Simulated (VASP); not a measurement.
**Si2Mo: single point with PBE**

Si2Mo:

```
Si Mo
1.0
    -1.58248    1.58248    4.06666
     1.58248   -1.58248    4.06666
     1.58248    1.58248   -4.06666
Si Mo
2 1
Direct
  0.33510 0.33510 0.00000
  0.66490 0.66490 0.00000
  0.00000 0.00000 0.00000
```

This cell differs from its parent crystal: ratio of the length along z to the lengths across it x 1.05, volume and fractional coordinates fixed.

```
Program             : VASP 6.6.1
Task                : single point
Functional          : PBE
Potentials or basis : VASP PAW PBE potentials, release 64 (Si, Mo_sv)
Cutoff              : 520 eV
k mesh              : 22 × 22 × 22
Occupations         : gaussian, width 0.15 eV
Spin                : no spin polarisation
```

| Item | Value |
| --- | --- |
| Pressure | -0.1 GPa |
| Largest force | 0.054 eV/Å |
| Band gap on the k mesh | zero (bands 11 and 12 overlap by 0.93 eV) |

Forces in eV/Å, atoms in the order of the input:
```
Si   0.000  0.000  0.054
Si   0.000  0.000 -0.054
Mo   0.000  0.000  0.000
```

Stress tensor (GPa, compression positive):
```
  5.55   0.00   0.00
  0.00   5.55   0.00
  0.00   0.00 -11.45
```

Levels at points of the mesh, in eV from the Fermi level:
```csv
k point,band 9,band 10,band 11,band 12,band 13,band 14
"(0.00, 0.00, 0.00)",-2.45,-2.45,0.52,3.19,3.29,3.65
"(0.50, 0.00, 0.00)",-2.70,-2.39,-0.44,2.28,3.28,3.62
"(0.50, 0.50, 0.00)",-4.40,-3.37,-1.23,2.41,2.49,2.56
"(0.50, 0.50, 0.50)",-0.68,-0.68,-0.24,-0.24,0.62,3.76
```

Run time: 32 min on 1 thread of Oxide Virtual Turin-like Processor (shared host), peak memory 0.64 GiB.

Caveat: the stress differs along the axes, from -11 to 6 GPa.
